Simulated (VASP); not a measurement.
A run of VASP 6.6.1 is set up as follows.

INCAR

```
SYSTEM = Pt
ALGO     = Normal         ! electronic algorithm
EDIFF    = 1E-7           ! SCF threshold, eV
ENCUT    = 520            ! plane-wave cutoff, eV
GGA      = PS             ! functional
ISIF     = 2              ! what is computed and relaxed
ISMEAR   = -1             ! smearing method
LASPH    = .TRUE.         ! aspherical terms in the spheres
LCHARG   = .FALSE.        ! write CHGCAR
LREAL    = .FALSE.        ! projectors in reciprocal space
LWAVE    = .FALSE.        ! write WAVECAR
NBANDS   = 11             ! bands
NELM     = 80             ! most SCF steps
PREC     = Accurate       ! precision mode
SIGMA    = 0.05           ! smearing width, eV
```

KPOINTS

```
k-points
0
G
  12 12 12
  0 0 0
```

Contents of POSCAR:

```
Pt
1.0
   -1.5285829601      1.5285829601      1.5285829601
    1.5285829601     -1.5285829601      1.5285829601
    1.5285829601      1.5285829601     -1.5285829601
Pt
1
Direct
    0.0000000000      0.0000000000      0.0000000000
```

Potentials or basis: VASP PAW PBE potentials, release 64 (Pt).

Command:

```console
$ cat potpaw_PBE.64/Pt/POTCAR > POTCAR
$ mpirun -np 1 vasp_std > vasp.out
```

Task: Predict the pressure.

Result: 19.7 GPa.

Task: What does it give for the band gap on the k mesh?

Result: Zero (band 5 reaches 13.16 eV, above the bottom of band 6 at 10.56 eV).

Caveat: the PAW data sets were made with another functional, which shifts forces and pressure a little; spin-orbit coupling is left out, which moves the levels of the heavy elements.
